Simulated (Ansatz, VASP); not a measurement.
**TiN: VASP beside Ansatz**

```
Ti N
1.0
     0.00000    2.12383    2.12383
     2.12383    0.00000    2.12383
     2.12383    2.12383    0.00000
Ti N
1 1
Direct
  0.00000 0.00000 0.00000
  0.50000 0.50000 0.50000
```

Alike in both runs: functional PBE; k mesh 15 × 15 × 15; occupations fermi-dirac, width 0.1 eV; no spin polarisation.

Ansatz relaxed the structure, and its values are those at the end. VASP's run is a single point on that final structure, the one shown.

```csv
,VASP,Ansatz
version,VASP 6.6.1,Ansatz 0.2.0
potentials or method,"VASP PAW PBE potentials, release 64 (Ti_sv, N)","PAW with Ansatz's default frozen-core files, scalar-relativistic"
plane-wave cutoff (eV),520,420
valence electrons in the cell,17,17
```

VASP gave:

| Quantity | Value |
| --- | --- |
| pressure (GPa) | 0.4 |

Task: What did Ansatz give for the same quantities?

Result: Pressure (GPa): 0.0.
